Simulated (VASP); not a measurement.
Wanted: the native input for a VASP 6.6.1 run.

```
Task                   : relaxation of cell and atoms
Functional             : PBEsol
Potentials or basis    : VASP PAW PBE potentials, release 64 (Hf_pv, N)
Cutoff                 : 600 eV
k mesh                 : 11 × 11 × 11
Occupations            : fermi-dirac, width 0.1 eV
Spin                   : no spin polarisation
Target pressure        : 2 GPa
Dipole correction      : no
Further INCAR settings : ALGO = Normal; EDIFF = 1e-07; IBRION = 2; EDIFFG = -0.01; NSW = 60; ISIF = 3
```

The structure of HfN lies in POSCAR:

```
HfN
1.0
    0.0000000000      2.4548220000      2.4548220000
    2.4548220000      0.0000000000      2.4548220000
    2.4548220000      2.4548220000      0.0000000000
Hf N
1 1
Direct
    0.0000000000      0.0000000000      0.0000000000
    0.2500000000      0.2500000000      0.2500000000
```

These files were run (other wordings do the same):

INCAR

```
SYSTEM = HfN
PREC = Accurate
ENCUT = 600
EDIFF = 1E-7
ISMEAR = -1
SIGMA = 0.1
LREAL = .FALSE.
LASPH = .TRUE.
NELM = 120
ALGO = Normal
ISIF = 3
LWAVE = .FALSE.
LCHARG = .FALSE.
GGA = PS
IBRION = 2
NSW = 60
EDIFFG = -0.01
PSTRESS = 20.0
GGA_COMPAT = .FALSE.
NELMIN = 4
```

KPOINTS

```
Automatic mesh
0
G
  11 11 11
  0 0 0
```

Potentials or basis: VASP PAW PBE potentials, release 64 (Hf_pv, N).

Run with:

```console
$ cat potpaw_PBE.64/Hf_pv/POTCAR potpaw_PBE.64/N/POTCAR > POTCAR
$ mpirun -np 1 vasp_std > vasp.out
```

It gave:

```
Relaxed volume                                             : 14.22 Å³/atom
Relaxed cell                                               : a = 3.426 Å, b = 3.426 Å, c = 3.426 Å, α = 60.00°, β = 60.00°, γ = 60.00°
Space group after relaxing (to 0.1 Å)                      : F-43m (No. 216)
Energy change on relaxing (the run minimises the enthalpy) : -7.6 meV/atom
Ionic steps                                                : 4
Pressure after relaxing                                    : 2.0 GPa
Band gap on the k mesh                                     : zero (an odd number of electrons rules out a gap without spin polarisation)
```

Caveat: the cell is relaxed towards a set pressure, so the run minimises the enthalpy, not the energy; the PAW data sets were made with another functional, which shifts forces and pressure a little; spin-orbit coupling is left out, which moves the levels of the heavy elements.

It took 32 s on 1 thread of Intel(R) Xeon(R) 6975P-C (Granite Rapids), with other jobs on the host, peak memory 0.18 GiB.
